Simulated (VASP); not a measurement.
Nb:

```xyz
1
Lattice="2.8503 0.0000 0.0000 -1.4252 2.4684 0.0000 0.0000 0.0000 2.6793" Properties=species:S:1:pos:R:3 pbc="T T T"
Nb    0.0000    0.0000    0.0000
```

This isn't the form of Nb at room conditions, which is bcc.

| Property | Result |
| --- | --- |
| Program | VASP 6.6.1 |
| Task | relaxation of cell and atoms |
| Functional | PBE |
| Potentials or basis | VASP PAW PBE potentials, release 64 (Nb_sv) |
| Cutoff | 600 eV |
| k mesh | 15 × 15 × 14 |
| Occupations | fermi-dirac, width 0.05 eV |
| Spin | no spin polarisation |

At the start: pressure 3.8 GPa; volume 18.85 Å³/atom.

Q: How do energy, volume and symmetry change on relaxing?

A: Over 8 steps the energy falls by 7.2 meV/atom and the volume is 19.34 Å³/atom (+2.6 %); space group P6/mmm (No. 191, to 0.1 Å) before and after.

Step by step:
```
step  energy change (eV)  largest force (eV/Å)  pressure (GPa)  volume (Å³)
   1              0.0000                0.0000            3.83        18.85
   2              0.0062                0.0000           -5.17        20.11
   3             -0.0070                0.0000           -0.27        19.37
   4             -0.0070                0.0000           -0.21        19.35
   5             -0.0071                0.0000            0.22        19.31
   6             -0.0072                0.0000            0.10        19.33
   7             -0.0072                0.0000           -0.14        19.35
   8             -0.0072                0.0000            0.00        19.34
```

Final structure:
```xyz
1
Lattice="2.8628 0.0000 0.0000 -1.4314 2.4793 0.0000 0.0000 0.0000 2.7241" Properties=species:S:1:pos:R:3 pbc="T T T"
Nb    0.0000    0.0000    0.0000
```
